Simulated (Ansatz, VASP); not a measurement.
# Ta4O: VASP beside Ansatz

File INCAR:

```
SYSTEM = Ta4O
  PREC = Accurate
  ENCUT = 520
  EDIFF = 1E-7
  ISMEAR = 0
  SIGMA = 0.15
  LREAL = .False.
  LASPH = .True.
  NELM = 60
  ALGO = Normal
  ISIF = 2
  LWAVE = .False.
  LCHARG = .False.
  GGA = PE
  NBANDS = 33
```

Contents of KPOINTS:

```
Automatic mesh
0
Gamma
  14 14 8
  0 0 0
```

File POSCAR:

```
Ta4O
1.0
    3.3523482562      0.0000000000      0.0000000000
    0.0000000000      3.3523482562      0.0000000000
    0.0000000000      0.0000000000      7.3953866773
Ta O
4 1
Direct
    0.0000000000      0.0000000000      0.5000000000
    0.5000000000      0.5000000000      0.7829127273
    0.5000000000      0.5000000000      0.2170872727
    0.0000000000      0.0000000000      0.0000000000
    0.5000000000      0.5000000000      0.5000000000
```

Input for Ansatz:

```yaml
crystal:
  lattice:
    - [3.3523482562, 0.0, 0.0]
    - [0.0, 3.3523482562, 0.0]
    - [0.0, 0.0, 7.3953866773]
  atoms:
    - { symbol: Ta, position: [0.0, 0.0, 0.5] }
    - { symbol: Ta, position: [0.5, 0.5, 0.7829127273] }
    - { symbol: Ta, position: [0.5, 0.5, 0.2170872727] }
    - { symbol: Ta, position: [0.0, 0.0, 0.0] }
    - { symbol: O, position: [0.5, 0.5, 0.5] }
basis:
  ecutwfc: 420
kpoints:
  mp_grid: { grid: [14, 14, 8] }
hamiltonian:
  xc: pbe
scf:
  occupations: { method: gaussian, width: 0.15 }
output:
  forces: true
  stress: true
  eigenvalues: true
```

Change from the starting cell: strain +0.030 along x and y, +0.000 along z, atoms carried along.

Alike in both runs: task single point; functional PBE; k mesh 14 × 14 × 8; occupations gaussian, width 0.15 eV; no spin polarisation.

```csv
,VASP,Ansatz
version,VASP 6.6.1,Ansatz 0.2.0
potentials or method,"VASP PAW PBE potentials, release 64 (Ta_pv, O), cutoff 520 eV","scalar-relativistic, plane waves, PAW"
valence electrons in the cell,50,58
```

```csv
,VASP,Ansatz,Ansatz less VASP
gap on the k mesh at the Fermi level (eV),none,none,-
pressure (GPa),-10.2,-10.4,-0.15
"traceless stress, the component that is largest in VASP (GPa)",2.09,1.96,-0.133
rms of the force components (eV/Å),0.061,0.047,-0.0138
```

Atom by atom the forces differ by 0.014 eV/Å (rms over components). A gap of «none» marks a metal or a gap that the smearing closes. VASP's potentials hold 50 valence electrons a cell and Ansatz's 58, so a difference there can come from the potentials and not from the codes.

Spin-orbit coupling is off throughout.
